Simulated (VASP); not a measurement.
## Ga4Sb3As: relaxation of cell and atoms with PBE

Ga4Sb3As:

```xyz
8
Lattice="-2.9277 2.9277 5.8554 2.9277 -2.9277 5.8554 2.9277 2.9277 -5.8554" Properties=species:S:1:pos:R:3 pbc="T T T"
As    0.0000    0.0000    0.0000
Ga    1.4639    1.4639    4.3916
Ga   -1.4639    1.4639    7.3193
Ga    1.4639    1.4639   -1.4639
Ga    1.4639   -1.4639    7.3193
Sb    2.9277    0.0000    2.9277
Sb    0.0000    0.0000    5.8554
Sb    0.0000    2.9277    2.9277
```

```
Program                : VASP 6.6.1
Task                   : relaxation of cell and atoms
Functional             : PBE
Potentials or basis    : VASP PAW PBE potentials, release 64 (As, Ga_d, Sb)
Cutoff                 : 600 eV
k mesh                 : 6 × 6 × 6
Occupations            : fermi-dirac, width 0.02 eV
Spin                   : no spin polarisation
Dipole correction      : no
Further INCAR settings : ALGO = Normal; EDIFF = 1e-06; IBRION = 2; EDIFFG = -0.005; NSW = 80; ISIF = 3
```

```json
{"Relaxed volume": "28.38 Å³/atom", "Relaxed cell": "a = 7.468 Å, b = 7.468 Å, c = 7.468 Å, α = 131.76°, β = 131.76°, γ = 70.61°", "Space group after relaxing (to 0.1 Å)": "I-42m (No. 121)", "Energy gained by relaxing": "108.6 meV/atom", "Ionic steps": "13", "Pressure after relaxing": "0.0 GPa", "Band gap on the k mesh": "zero (filled and empty bands touch)"}
```

Forces on the atoms (eV/Å):
```
As   0.000  0.000  0.000
Ga  -0.001 -0.001 -0.002
Ga   0.001 -0.001  0.002
Ga   0.001  0.001 -0.002
Ga  -0.001  0.001  0.002
Sb   0.000  0.000  0.000
Sb   0.000  0.000  0.000
Sb   0.000  0.000  0.000
```

Step by step:
| step | energy change (eV) | largest force (eV/Å) | pressure (GPa) | volume (Å³) |
| --- | --- | --- | --- | --- |
| 1 | 0.0000 | 1.1903 | 8.45 | 200.76 |
| 2 | -0.6967 | 0.3807 | -2.47 | 241.74 |
| 3 | -0.7785 | 0.5488 | -0.49 | 230.12 |
| 4 | -0.8308 | 0.3682 | -0.26 | 228.74 |
| 5 | -0.8667 | 0.0957 | 0.14 | 226.06 |
| 6 | -0.8674 | 0.0794 | 0.14 | 226.38 |
| 7 | -0.8688 | 0.0359 | -0.07 | 227.35 |
| 8 | -0.8688 | 0.0319 | -0.12 | 227.45 |
| 9 | -0.8691 | 0.0082 | 0.01 | 226.99 |
| 10 | -0.8691 | 0.0058 | -0.02 | 227.06 |
| 11 | -0.8691 | 0.0075 | 0.02 | 227.05 |
| 12 | -0.8691 | 0.0057 | -0.01 | 227.06 |
| 13 | -0.8691 | 0.0029 | 0.02 | 227.01 |

Final structure:
```
As Ga Sb
1.0
    -3.05163    3.05163    6.09417
     3.05163   -3.05163    6.09417
     3.05163    3.05163   -6.09417
As Ga Sb
1 4 3
Direct
  0.00000 0.00000 0.00000
  0.64180 0.64180 0.52496
  0.88316 0.35820 0.00000
  0.11684 0.11684 0.47504
  0.35820 0.88316 0.00000
  0.25000 0.75000 0.50000
  0.50000 0.50000 0.00000
  0.75000 0.25000 0.50000
```

Levels at points of the mesh, in eV from the Fermi level:
| k point | band 32 | band 33 | band 34 | band 35 | band 36 | band 37 | band 38 | band 39 | band 40 | band 41 |
| --- | --- | --- | --- | --- | --- | --- | --- | --- | --- | --- |
| (0.00, 0.00, 0.00) | -2.43 | -2.43 | -0.28 | -0.01 | -0.01 | -0.01 | 1.06 | 1.39 | 2.97 | 2.97 |
| (0.50, 0.00, 0.00) | -2.24 | -2.07 | -2.00 | -1.39 | -1.06 | 2.25 | 2.25 | 2.50 | 2.72 | 2.80 |
| (0.50, 0.50, 0.00) | -1.31 | -1.10 | -0.96 | -0.95 | -0.87 | 0.19 | 0.60 | 1.84 | 2.25 | 3.79 |
| (0.50, 0.50, 0.50) | -2.35 | -1.70 | -1.70 | -1.38 | -1.38 | 1.09 | 1.09 | 1.30 | 1.33 | 1.34 |

Wall time 74 min on 1 thread of Oxide Virtual Turin-like Processor, on a shared host, peak memory 0.69 GiB.

Caveat: semilocal functionals underestimate gaps, and a narrow one can read as zero; spin-orbit coupling is left out, which moves the levels of the heavy elements.
